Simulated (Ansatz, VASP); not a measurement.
# One calculation of SnSe2, two programs

```xyz
3
Lattice="3.8719 0.0000 0.0000 -1.9360 3.3532 0.0000 0.0000 0.0000 6.9713" Properties=species:S:1:pos:R:3 pbc="T T T"
Sn    0.0000    0.0000    0.0000
Se    1.9360    1.1177    5.3770
Se    0.0000    2.2355    1.5944
```

Alike in both runs: task relaxation of cell and atoms; functional PBE; k mesh 9 × 9 × 4; occupations gaussian, width 0.02 eV; no spin polarisation.

```csv
,VASP,Ansatz
version,VASP 6.6.1,Ansatz 0.2.0
potentials or method,"VASP PAW PBE potentials, release 64 (Sn_d, Se), cutoff 600 eV","scalar-relativistic, plane waves, PAW"
valence electrons in the cell,26,46
```

Ansatz gave:

| Item | Value |
| --- | --- |
| gap on the k mesh at the Fermi level, each at its own relaxed structure (eV) | 0.76 |
| relaxed volume (Å³/atom) | 30.17 |
| relaxed cell length with the largest relative difference (Å) | 6.971 |

Problem. What did VASP give for the same quantities?

Solution. gap on the k mesh at the Fermi level, each at its own relaxed structure (eV): 0.75; relaxed volume (Å³/atom): 30.21; relaxed cell length with the largest relative difference (Å): 6.975.

VASP's potentials hold 26 valence electrons a cell and Ansatz's 46, so a difference there can come from the potentials and not from the codes.
